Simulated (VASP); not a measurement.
# HgS (F-43m) in VASP: a series of runs

HgS is run at these levels: PBEsol, revPBE+D4; tasks: single point.

Program: VASP 6.6.1. These are calculated values, not measurements. Logs are shortened: lines on timing, memory, paths and dates and some standing lists are left out, and cuts for length are marked.

## Step 1: The cell of the first run

The structure is cubic, space group F-43m (No. 216). The conventional cell has a = 5.837 Å, b = 5.837 Å, c = 5.837 Å, α = 90.00°, β = 90.00°, γ = 90.00°. Within 3.3 Å of Hg (site symmetry -43m) lie 4 S at 2.53 Å. S (site symmetry -43m) has 4 Hg at 2.53 Å within 3.3 Å.

## Step 2: Single point, PBEsol (volume scaled by 0.98)

File INCAR:

```
ALGO = Normal
EDIFF = 1E-6
ENCUT = 500
GGA = PS
GGA_COMPAT = False
ISIF = 2
ISMEAR = 0
LASPH = True
LCHARG = True
LELF = True
LREAL = False
LVHAR = True
LWAVE = False
NBANDS = 16
NELM = 120
PREC = Accurate
SIGMA = 0.05
```

File KPOINTS:

```
k-points
0
Gamma
  8 8 8
```

File POSCAR:

```
HgS
1.0
    0.0000000000      2.9183160270      2.9183160270
    2.9183160270      0.0000000000      2.9183160270
    2.9183160270      2.9183160270      0.0000000000
Hg S
1 1
Direct
    0.0000000000      0.0000000000      0.0000000000
    0.7500000000      0.7500000000      0.7500000000
```

Potentials or basis: VASP PAW PBE potentials, release 64 (Hg, S).

The run is started by

```
cat potpaw_PBE.64/Hg/POTCAR potpaw_PBE.64/S/POTCAR > POTCAR
mpirun -np 1 vasp_std > vasp.out
```

OUTCAR:

```text
EDIFF = 1E-6
   ENCUT = 500
   GGA = PS
   ISIF = 2
   ISMEAR = 0
   LASPH = True
   LREAL = False
   NELM = 120
   PREC = Accurate

 ion  position               nearest neighbor table
   1  0.000  0.000  0.000-   2 2.53   2 2.53   2 2.53   2 2.53
   2  0.750  0.750  0.750-   1 2.53   1 2.53   1 2.53   1 2.53

  LATTYP: Found a face centered cubic cell.
 ALAT       =     5.8366320540

  Lattice vectors:

 A1 = (   0.0000000000,   2.9183160270,   2.9183160270)
 A2 = (   2.9183160270,   0.0000000000,   2.9183160270)
 A3 = (   2.9183160270,   2.9183160270,   0.0000000000)

Analysis of symmetry for initial positions (statically):
=====================================================================
 Subroutine PRICEL returns:
 Original cell was already a primitive cell.

 Routine SETGRP: Setting up the symmetry group for a
 face centered cubic supercell.

 Subroutine GETGRP returns: Found 24 space group operations
 (whereof 24 operations were pure point group operations)
 out of a pool of 48 trial point group operations.

The static configuration has the point symmetry T_d .

Analysis of symmetry for dynamics (positions and initial velocities):
=====================================================================
 Subroutine PRICEL returns:
 Original cell was already a primitive cell.

 Routine SETGRP: Setting up the symmetry group for a
 face centered cubic supercell.

 Subroutine GETGRP returns: Found 24 space group operations
 (whereof 24 operations were pure point group operations)
 out of a pool of 48 trial point group operations.

The dynamic configuration has the point symmetry T_d .

 Subroutine INISYM returns: Found 24 space group operations
 (whereof 24 operations are pure point group operations),
 and found     1 'primitive' translations

----------------------------------------------------------------------------------------

                                     Primitive cell

  volume of cell :      49.7081

  direct lattice vectors                    reciprocal lattice vectors
     0.000000000  2.918316027  2.918316027    -0.171331684  0.171331684  0.171331684
     2.918316027  0.000000000  2.918316027     0.171331684 -0.171331684  0.171331684
     2.918316027  2.918316027  0.000000000     0.171331684  0.171331684 -0.171331684

  length of vectors
     4.127122105  4.127122105  4.127122105     0.296755182  0.296755182  0.296755182

  position of ions in fractional coordinates (direct lattice)
     0.000000000  0.000000000  0.000000000
     0.750000000  0.750000000  0.750000000

  ion indices of the primitive-cell ions
   primitive index   ion index
                 1           1
                 2           2

----------------------------------------------------------------------------------------

 KPOINTS: k-points

Automatic generation of k-mesh.
 Grid dimensions read from file:
 generate k-points for:    8    8    8

 Generating k-lattice:

  Cartesian coordinates                     Fractional coordinates (reciprocal lattice)
    -0.021416461  0.021416461  0.021416461     0.125000000  0.000000000  0.000000000
     0.021416461 -0.021416461  0.021416461     0.000000000  0.125000000  0.000000000
     0.021416461  0.021416461 -0.021416461     0.000000000  0.000000000  0.125000000

  Length of vectors
     0.037094398  0.037094398  0.037094398

  Shift w.r.t. Gamma in fractional coordinates (k-lattice)
     0.000000000  0.000000000  0.000000000

 Subroutine IBZKPT returns following result:
 ===========================================

 Found     29 irreducible k-points:

 Following reciprocal coordinates:
            Coordinates               Weight
  0.000000  0.000000  0.000000      1.000000
  0.125000  0.000000  0.000000      8.000000
  0.250000  0.000000  0.000000      8.000000
  0.375000  0.000000  0.000000      8.000000
  0.500000  0.000000  0.000000      4.000000
  0.125000  0.125000  0.000000      6.000000
[... 16 lines left out ...]
  0.500000  0.250000  0.125000     48.000000
 -0.375000  0.250000  0.125000     24.000000
 [... further k-points ...]
   k-points           NKPTS =     29   k-points in BZ     NKDIM =     29   number of bands    NBANDS=     16
   number of dos      NEDOS =    301   number of ions     NIONS =      2
   total plane-waves  NPLWV =  27000
   dimension x,y,z NGX =    30 NGY =   30 NGZ =   30
   dimension x,y,z NGXF=    60 NGYF=   60 NGZF=   60
   ions per type =               1   1
   NGX,Y,Z   is equivalent  to a cutoff of  12.08, 12.08, 12.08 a.u.
   NGXF,Y,Z  is equivalent  to a cutoff of  24.17, 24.17, 24.17 a.u.
 SYSTEM =  unknown system
   PREC   = accura    normal or accurate (medium, high low for compatibility)
   ISTART =      0    job   : 0-new  1-cont  2-samecut
   ICHARG =      2    charge: 1-file 2-atom 10-const
   ISPIN  =      1    spin polarized calculation?
   LNONCOLLINEAR =      F non collinear calculations
   LSORBIT =      F    spin-orbit coupling
   LASPH  =      T    aspherical Exc in radial PAW
   ENCUT  =  500.0 eV  36.75 Ry    6.06 a.u.   7.52  7.52  7.52*2*pi/ulx,y,z
   NELM   =    120;   NELMIN=  2; NELMDL= -5     # of ELM steps
   EDIFF  = 0.1E-05   stopping-criterion for ELM
   LREAL  =      F    real-space projection
   EDIFFG = 0.1E-04   stopping-criterion for IOM
   NSW    =      0    number of steps for IOM
   IBRION =     -1    ionic relax: 0-MD 1-quasi-New 2-CG
   NFREE  =      0    steps in history (QN), initial steepest desc. (CG)
   ISIF   =      2    stress and relaxation
   ISYM   =      2    0-nonsym 1-usesym 2-fastsym
   POTIM  = 0.5000    time-step for ionic-motion
   TEBEG  =    0.0;   TEEND  =   0.0 temperature during run
   PSTRESS=    0.0 pullay stress
   NELECT =      18.0000    total number of electrons
   NUPDOWN=      -1.0000    fix difference up-down
   EMIN   =  10.00;   EMAX   =-10.00  energy-range for DOS
   EFERMI =   0.00;   METHOD = LEGACY
   ISMEAR =     0;   SIGMA  =   0.05  broadening in eV -4-tet -1-fermi 0-gaus
   EFERMI_NEDOS =   21; number of points for ismear=-14 and -15
   IALGO  =     38    algorithm
   IMIX   =      4    mixing-type and parameters
     AMIX     =   0.40;   BMIX     =  1.00
     AMIX_MAG =   1.60;   BMIX_MAG =  1.00
  volume/ion in A,a.u.               =      24.85       167.72
  Fermi-wavevector in a.u.,A,eV,Ry     =   1.166872  2.205069 18.525571  1.361591
  Thomas-Fermi vector in A             =   2.303380
   LORBIT       =      0    0 simple, 1 ext, 2 COOP (PROOUT), +10 PAW based schemes
   GGA     = PS    functional components
   LHFCALC =     F    Hartree Fock is set to
   AEXX    =    0.0000 exact exchange contribution
   IVDW    =     0    specifies the selected vdW correction
   LEPSILON=     F    determine dielectric tensor
   LRPA    =     F    only Hartree local field effects (RPA)
 non-spin polarized calculation
 Gauss-broadening in eV      SIGMA  =   0.05
  energy-cutoff  :      500.00
  volume of cell :       49.71
 maximum number of plane-waves:      1283
   NGX = 15   NGY = 15   NGZ = 15

 number of electron      17.9999996 magnetization

 Free energy of the ion-electron system (eV)
  ---------------------------------------------------
  ext. energy  EPLUGINS =         0.00000000
  ---------------------------------------------------
  free energy    TOTEN  =        -5.27007459 eV

  energy without entropy =       -5.26992394  energy(sigma->0) =       -5.26999926

 E-fermi :   2.1267     XC(G=0):  -9.5546

 val. band max:        2.1114946073   @ k =   0.0000   0.0000   0.0000
 cond. band min:       2.8595007834   @ k =   0.1250   0.0000   0.0000
 fundamental gap:      0.7480061760
 Fermi energy:         2.1267232108

 k-point     1 :       0.0000    0.0000    0.0000
  band No.  band energies     occupation
      1     -11.2537      2.00000
      2      -5.0702      2.00000
      3      -5.0702      2.00000
      4      -5.0702      2.00000
      5      -4.1323      2.00000
      6      -4.1323      2.00000
[... 8 lines left out ...]
     15      13.6672      0.00000
     16      13.6672      0.00000

 k-point     2 :       0.1250    0.0000    0.0000
  band No.  band energies     occupation
      1     -11.1747      2.00000
      2      -5.0474      2.00000
      3      -5.0323      2.00000
      4      -5.0323      2.00000
      5      -4.1353      2.00000
      6      -4.1353      2.00000
[... 8 lines left out ...]
     15      13.0042      0.00000
     16      13.0042      0.00000

 k-point     3 :       0.2500    0.0000    0.0000
  band No.  band energies     occupation
      1     -10.9785      2.00000
      2      -4.9484      2.00000
      3      -4.9484      2.00000
      4      -4.9043      2.00000
      5      -4.1265      2.00000
      6      -4.1265      2.00000
[... 8 lines left out ...]
     15      12.6923      0.00000
     16      12.6923      0.00000

 k-point     4 :       0.3750    0.0000    0.0000
  band No.  band energies     occupation
      1     -10.7746      2.00000
      2      -4.8815      2.00000
      3      -4.8815      2.00000
      4      -4.4782      2.00000
      5      -4.0873      2.00000
      6      -4.0873      2.00000
[... 8 lines left out ...]
     15      13.3667      0.00000
     16      13.3667      0.00000

 k-point     5 :       0.5000    0.0000    0.0000
  band No.  band energies     occupation
      1     -10.6881      2.00000
      2      -4.8604      2.00000
      3      -4.8604      2.00000
      4      -4.0599      2.00000
      5      -4.0599      2.00000
      6      -3.7212      2.00000
[... 8 lines left out ...]
     15      14.2054      0.00000
     16      14.2054      0.00000

 k-point     6 :       0.1250    0.1250    0.0000
  band No.  band energies     occupation
      1     -11.1483      2.00000
      2      -5.0845      2.00000
      3      -4.9965      2.00000
      4      -4.9965      2.00000
      5      -4.1663      2.00000
      6      -4.1086      2.00000
[... 8 lines left out ...]
     15      13.3557      0.00000
     16      13.6644      0.00000

 k-point     7 :       0.2500    0.1250    0.0000
  band No.  band energies     occupation
      1     -10.9908      2.00000
      2      -5.0381      2.00000
      3      -4.9059      2.00000
      4      -4.8922      2.00000
      5      -4.1815      2.00000
      6      -4.0856      2.00000
[... 8 lines left out ...]
     15      13.4246      0.00000
     16      14.0399      0.00000

 k-point     8 :       0.3750    0.1250    0.0000
  band No.  band energies     occupation
      1     -10.7884      2.00000
      2      -4.9136      2.00000
      3      -4.8268      2.00000
      4      -4.6455      2.00000
      5      -4.1258      2.00000
      6      -4.0570      2.00000
[... 8 lines left out ...]
     15      13.6133      0.00000
     16      13.7701      0.00000

 k-point     9 :       0.5000    0.1250    0.0000
  band No.  band energies     occupation
      1     -10.6618      2.00000
      2      -4.8554      2.00000
      3      -4.8005      2.00000
      4      -4.2134      2.00000
      5      -4.0539      2.00000
      6      -3.8468      2.00000
[... 8 lines left out ...]
     15      13.8836      0.00000
     16      14.2382      0.00000
[... 172 lines left out ...]
 k-point    19 :       0.5000    0.3750    0.0000
  band No.  band energies     occupation
      1     -10.5281      2.00000
      2      -4.9115      2.00000
      3      -4.4883      2.00000
      4      -4.4612      2.00000
      5      -3.9945      2.00000
      6      -3.7648      2.00000
[... 8 lines left out ...]
     15      14.1410      0.00000
     16      15.3522      0.00000

 k-point    20 :      -0.3750    0.3750    0.0000
  band No.  band energies     occupation
      1     -10.5166      2.00000
      2      -4.8272      2.00000
      3      -4.5424      2.00000
      4      -4.3451      2.00000
      5      -4.0521      2.00000
      6      -3.4877      2.00000
[... 8 lines left out ...]
     15      13.8710      0.00000
     16      15.7526      0.00000

 k-point    21 :       0.5000    0.5000    0.0000
  band No.  band energies     occupation
      1     -10.4990      2.00000
      2      -4.9576      2.00000
      3      -4.4230      2.00000
      4      -4.4230      2.00000
      5      -3.9672      2.00000
      6      -3.6977      2.00000
[... 8 lines left out ...]
     15      13.6606      0.00000
     16      15.1713      0.00000

 k-point    22 :       0.3750    0.2500    0.1250
  band No.  band energies     occupation
      1     -10.8295      2.00000
      2      -4.9614      2.00000
      3      -4.8168      2.00000
      4      -4.7491      2.00000
      5      -4.1770      2.00000
      6      -4.0484      2.00000
[... 8 lines left out ...]
     15      13.7961      0.00000
     16      15.1914      0.00000

 k-point    23 :       0.5000    0.2500    0.1250
  band No.  band energies     occupation
      1     -10.6646      2.00000
      2      -4.8344      2.00000
      3      -4.7590      2.00000
      4      -4.4667      2.00000
      5      -4.0891      2.00000
      6      -3.9929      2.00000
[... 8 lines left out ...]
     15      14.4359      0.00000
     16      14.6914      0.00000

 k-point    24 :      -0.3750    0.2500    0.1250
  band No.  band energies     occupation
      1     -10.5955      2.00000
      2      -4.8083      2.00000
      3      -4.7254      2.00000
      4      -4.2195      2.00000
      5      -4.1048      2.00000
      6      -3.6869      2.00000
[... 8 lines left out ...]
     15      13.9421      0.00000
     16      14.7732      0.00000

 [... further k-points ...]
[... 5 lines left out ...]
  --------------------------------------------------------------------------------------
  -------------------------------------------------------------------------------------
  Total        0.5179723      0.5179723      0.5179723      0.0000000      0.0000000     -0.0000000
  in kB       16.6951448     16.6951448     16.6951448      0.0000000      0.0000000     -0.0000000
  external PRESSURE =      16.6951448 kB  Pullay stress =       0.0000000 kB

 VOLUME and BASIS-vectors are now :
 -----------------------------------------------------------------------------
  energy-cutoff  :      500.00
  volume of cell :       49.71
      direct lattice vectors                 reciprocal lattice vectors
     0.000000000  2.918316027  2.918316027    -0.171331684  0.171331684  0.171331684
     2.918316027  0.000000000  2.918316027     0.171331684 -0.171331684  0.171331684
     2.918316027  2.918316027  0.000000000     0.171331684  0.171331684 -0.171331684

 POSITION                                       TOTAL-FORCE (eV/Angst)
 -----------------------------------------------------------------------------------
      0.00000      0.00000      0.00000        -0.000000     -0.000000     -0.000000
      4.37747      4.37747      4.37747         0.000000      0.000000      0.000000
 -----------------------------------------------------------------------------------
    total drift:                               -0.000000     -0.000000     -0.000000

  FREE ENERGIE OF THE ION-ELECTRON SYSTEM (eV)
  ---------------------------------------------------
  free  energy   TOTEN  =        -5.2700745908 eV

  energy  without entropy=       -5.2699239387  energy(sigma->0) =       -5.26999926
```

Wall time 21 s (1 thread of Intel Xeon 6975P-C, shared host); peak memory 0.18 GiB.

What came out:

* Free energy: -5.2701 eV
* Pressure: 1.7 GPa
* Band gap on the k mesh: zero (filled and empty bands touch)

Caveat: the PAW data sets were made with another functional, which shifts forces and pressure a little; spin-orbit coupling is left out, which moves the levels of the heavy elements.

## Step 3: Single point, PBEsol (volume scaled by 0.96)

File INCAR:

```
PREC = Accurate
ENCUT = 500
EDIFF = 1E-6
ISMEAR = 0
SIGMA = 0.05
LREAL = F
LASPH = T
NELM = 120
ALGO = Normal
ISIF = 2
LWAVE = F
LCHARG = F
GGA = PS
NBANDS = 16
GGA_COMPAT = F
```

File KPOINTS:

```
regular mesh
0
Gamma
  8 8 8
```

File POSCAR:

```
HgS
1.0
    0.0000000000      2.8983269337      2.8983269337
    2.8983269337      0.0000000000      2.8983269337
    2.8983269337      2.8983269337      0.0000000000
Hg S
1 1
Direct
    0.0000000000      0.0000000000      0.0000000000
    0.7500000000      0.7500000000      0.7500000000
```

Potentials or basis: VASP PAW PBE potentials, release 64 (Hg, S).

The run is started by

```
cat potpaw_PBE.64/Hg/POTCAR potpaw_PBE.64/S/POTCAR > POTCAR
mpirun -np 1 vasp_std > vasp.out
```

Wall time 15 s (1 thread of Intel Xeon 6975P-C, shared host); peak memory 0.18 GiB.

The run converged. Its results:

```
Free energy            : -5.2544 eV
Pressure               : 3.2 GPa
Band gap on the k mesh : zero (filled and empty bands touch)
```

Levels at points of the mesh, in eV from the Fermi level:
| k point | band 5 | band 6 | band 7 | band 8 | band 9 | band 10 | band 11 | band 12 | band 13 | band 14 |
| --- | --- | --- | --- | --- | --- | --- | --- | --- | --- | --- |
| (0.00, 0.00, 0.00) | -6.36 | -6.36 | -0.53 | -0.02 | -0.02 | -0.02 | 5.87 | 5.87 | 5.87 | 9.80 |
| (0.50, 0.00, 0.00) | -6.28 | -5.93 | -5.83 | -1.06 | -1.06 | 1.50 | 6.63 | 6.63 | 6.85 | 10.01 |
| (0.50, 0.50, 0.00) | -6.18 | -5.90 | -5.07 | -2.51 | -2.51 | 3.17 | 3.20 | 8.43 | 10.28 | 10.28 |

Caveat: the PAW data sets were made with another functional, which shifts forces and pressure a little; spin-orbit coupling is left out, which moves the levels of the heavy elements.

## Step 4: Single point, revPBE+D4 (volume scaled by 0.96)

File INCAR:

```
PREC = Accurate
ENCUT = 500
EDIFF = 1E-6
ISMEAR = 0
SIGMA = 0.05
LREAL = False
LASPH = True
NELM = 120
ALGO = Normal
ISIF = 2
LWAVE = False
LCHARG = True
GGA = RE
IVDW = 13
LELF = True
LVHAR = True
NBANDS = 16
GGA_COMPAT = False
```

KPOINTS is that of step 3.

File POSCAR:

```
HgS
1.0
    0.0000000000      2.9148799834      2.9148799834
    2.9148799834      0.0000000000      2.9148799834
    2.9148799834      2.9148799834      0.0000000000
Hg S
1 1
Direct
    0.0000000000      0.0000000000      0.0000000000
    0.7500000000      0.7500000000      0.7500000000
```

The run is started by

```
cat potpaw_PBE.64/Hg/POTCAR potpaw_PBE.64/S/POTCAR > POTCAR
mpirun -np 1 vasp_std > vasp.out
```

Wall time 24 s (1 thread of Intel Xeon 6975P-C, shared host); peak memory 0.18 GiB.

It converged, with:

```
Free energy                : -4.9672 eV
Pressure                   : 2.8 GPa
Band gap on the k mesh     : zero (filled and empty bands touch)
Dispersion energy per atom : -0.579 eV
```

Levels at points of the mesh, in eV from the Fermi level:
| k point | band 6 | band 7 | band 8 | band 9 | band 10 | band 11 | band 12 | band 13 |
| --- | --- | --- | --- | --- | --- | --- | --- | --- |
| (0.00, 0.00, 0.00) | -6.26 | -0.35 | -0.02 | -0.02 | -0.02 | 6.03 | 6.03 | 6.03 |
| (0.50, 0.00, 0.00) | -5.84 | -5.59 | -1.01 | -1.01 | 1.67 | 6.79 | 6.79 | 7.11 |
| (0.50, 0.50, 0.00) | -5.81 | -4.92 | -2.39 | -2.39 | 3.28 | 3.52 | 8.75 | 10.37 |

Caveat: the PAW data sets were made with another functional, which shifts forces and pressure a little; spin-orbit coupling is left out, which moves the levels of the heavy elements; pairwise dispersion overbinds metals, which lowers pressure and volume.

## Step 5: Overview

```csv
level,cell,gap on the mesh (eV),pressure (GPa)
PBEsol,"a = 4.127 Å, angles 60.0°, 2 atoms",none,1.7
PBEsol,"a = 4.099 Å, angles 60.0°, 2 atoms",none,3.2
revPBE+D4,"a = 4.122 Å, angles 60.0°, 2 atoms",none,2.8
```

Alike in all rows: task single point; potentials or basis VASP PAW PBE potentials, release 64 (Hg, S); no spin polarisation; k mesh 8 × 8 × 8; cutoff (eV) 500; smearing gaussian 0.05 eV.

Caveats: the PAW data sets were made with another functional, which shifts forces and pressure a little; spin-orbit coupling is left out, which moves the levels of the heavy elements; pairwise dispersion overbinds metals, which lowers pressure and volume (some runs).

Total energies depend on the potentials used, so only differences within one code and one set of settings carry meaning.
